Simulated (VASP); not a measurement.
VBiO4:

```
CELL_PARAMETERS angstrom
-3.65150 3.65150 3.29200
3.65150 -3.65150 3.29200
3.65150 3.65150 -3.29200
ATOMIC_POSITIONS crystal
V 0.50000 0.50000 0.00000
V 0.25000 0.75000 0.50000
Bi 0.75000 0.25000 0.50000
Bi 0.00000 0.00000 0.00000
O 0.15500 0.33300 0.82200
O 0.08300 0.76100 0.67800
O 0.51100 0.33300 0.17800
O 0.08300 0.40500 0.32200
O 0.59500 0.91700 0.67800
O 0.66700 0.84500 0.17800
O 0.23900 0.91700 0.32200
O 0.66700 0.48900 0.82200
```

```yaml
Program: VASP 6.6.1
Task: relaxation of cell and atoms
Functional: PBE
Potentials_or_basis: VASP PAW PBE potentials, release 64 (V_sv, Bi_d, O)
Cutoff: 600 eV
k_mesh: 4 × 4 × 4
Occupations: gaussian, width 0.1 eV
Spin: no spin polarisation
```

At the start: pressure 3.4 GPa; volume 14.63 Å³/atom.

Q: Where does the relaxation end?

A: Over 6 steps the energy falls by 14.1 meV/atom and the volume is 14.72 Å³/atom (+0.6 %); space group I4_1/amd (No. 141, to 0.1 Å) before and after.

Step by step:
| step | energy change (eV) | largest force (eV/Å) | pressure (GPa) | volume (Å³) |
| --- | --- | --- | --- | --- |
| 1 | 0.0000 | 1.2095 | 3.41 | 175.57 |
| 2 | 0.2512 | 1.6458 | -8.01 | 183.59 |
| 3 | -0.1334 | 0.0584 | -1.28 | 178.40 |
| 4 | -0.1661 | 0.0611 | 0.04 | 176.46 |
| 5 | -0.1666 | 0.0760 | 0.24 | 176.19 |
| 6 | -0.1691 | 0.0280 | 0.25 | 176.62 |

Final structure:
```
V Bi O
1.0
    -3.68952    3.68952    3.24360
     3.68952   -3.68952    3.24360
     3.68952    3.68952   -3.24360
V Bi O
2 2 8
Direct
  0.50000 0.50000 0.00000
  0.25000 0.75000 0.50000
  0.75000 0.25000 0.50000
  0.00000 0.00000 0.00000
  0.15000 0.33116 0.81883
  0.08116 0.76233 0.68117
  0.51233 0.33116 0.18117
  0.08116 0.40000 0.31883
  0.60000 0.91884 0.68117
  0.66884 0.85000 0.18117
  0.23767 0.91884 0.31883
  0.66884 0.48767 0.81883
```
